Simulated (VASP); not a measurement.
A run of VASP 6.6.1 is set up as follows.

The input INCAR:

```
ALGO     = Fast           # electronic algorithm
EDIFF    = 1E-6           # SCF threshold, eV
ENCUT    = 520            # plane-wave cutoff, eV
GGA      = PE             # functional
ISIF     = 2              # what is computed and relaxed
ISMEAR   = -1             # smearing method
LASPH    = True           # aspherical terms in the spheres
LCHARG   = False          # write CHGCAR
LREAL    = False          # projectors in reciprocal space
LWAVE    = False          # write WAVECAR
NBANDS   = 18             # bands
NELM     = 80             # most SCF steps
PREC     = Accurate       # precision mode
SIGMA    = 0.05           # smearing width, eV
```

The input KPOINTS:

```
k-points
0
Gamma
  10 10 6
```

File POSCAR:

```
Au
1.0
    2.7965925888      0.0000000000      0.0000000000
   -0.0128683956      2.8012516386      0.0000000000
   -1.1302545584     -1.1774549423      4.8909659635
Au
2
Direct
    0.6728620000      0.6659620000      0.2740550000
    0.3271380000      0.3340380000      0.7259450000
```

Potentials or basis: VASP PAW PBE potentials, release 64 (Au).

The run is started by

```bash
$ cat potpaw_PBE.64/Au/POTCAR > POTCAR
$ mpirun -np 1 vasp_std > vasp.out
```

(1) What does it give for the largest force?

(2) Estimate the band gap on the k mesh.

(3) Estimate the pressure.

Answers

(1) 0.051 eV/Å.

(2) zero (bands 11 and 12 overlap by 5.04 eV).

(3) 1.5 GPa.

Caveat: spin-orbit coupling is left out, which moves the levels of the heavy elements.
